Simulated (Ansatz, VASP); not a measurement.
InGa2O: VASP beside Ansatz

INCAR

```
SYSTEM = InGa2O
  PREC = Accurate
  ENCUT = 520
  EDIFF = 1E-7
  ISMEAR = 0
  SIGMA = 0.1
  LREAL = .FALSE.
  LASPH = .TRUE.
  NELM = 150
  ALGO = Normal
  ISIF = 2
  LWAVE = .FALSE.
  LCHARG = .TRUE.
  ISPIN = 2
  MAGMOM = 0 0 0 1
  LORBIT = 11
  GGA = PE
  LELF = .TRUE.
  LVHAR = .TRUE.
  NBANDS = 34
```

KPOINTS

```
regular mesh
0
G
  6 6 6
  0 0 0
```

The input POSCAR:

```
InGa2O
1.0
    2.6409878283      1.5247750336      3.6800553846
   -2.6409878283      1.5247750336      3.6800553846
    0.0000000000     -3.0495500671      3.6800553846
In Ga O
1 2 1
Direct
    0.5000000000      0.5000000000      0.5000000000
    0.8348408181      0.8348408181      0.8348408181
    0.1651591819      0.1651591819      0.1651591819
    0.0000000000      0.0000000000      0.0000000000
```

Input for Ansatz:

```yaml
crystal:
  lattice:
    - [2.6409878283, 1.5247750336, 3.6800553846]
    - [-2.6409878283, 1.5247750336, 3.6800553846]
    - [0.0, -3.0495500671, 3.6800553846]
  atoms:
    - { symbol: In, position: [0.5, 0.5, 0.5] }
    - { symbol: Ga, position: [0.8348408181, 0.8348408181, 0.8348408181] }
    - { symbol: Ga, position: [0.1651591819, 0.1651591819, 0.1651591819] }
    - { symbol: O, position: [0.0, 0.0, 0.0], spin: 1.0 }
basis:
  ecutwfc: 420
kpoints:
  mp_grid: { grid: [6, 6, 6] }
hamiltonian:
  xc: pbe
scf:
  occupations: { method: gaussian, width: 0.1 }
  lower_state_search: "off"
output:
  forces: true
  stress: true
  eigenvalues: true
  populations: true
magnetization:
  spin_polarized: true
```

Alike in both runs: task single point; functional PBE; k mesh 6 × 6 × 6; occupations gaussian, width 0.1 eV; collinear spin.

|  | VASP | Ansatz |
| --- | --- | --- |
| version | VASP 6.6.1 | Ansatz 0.2.0 |
| potentials or method | VASP PAW PBE potentials, release 64 (In_d, Ga_d, O), cutoff 520 eV | scalar-relativistic, plane waves, PAW |
| valence electrons in the cell | 45 | 45 |

```tsv
	VASP	Ansatz	Ansatz less VASP
gap on the k mesh at the Fermi level (eV)	none	none	-
pressure (GPa)	0.0	0.0	-0.02
traceless stress, the component that is largest in VASP (GPa)	0.25	0.09	-0.157
rms of the force components (eV/Å)	0.013	0.003	-0.0103
net moment per atom (μB)	0.00	0.00	0.000
```

Atom by atom the forces differ by 0.016 eV/Å (rms over components). A gap of «none» marks a metal or a gap that the smearing closes. Ansatz's warnings: seeded moment not kept.
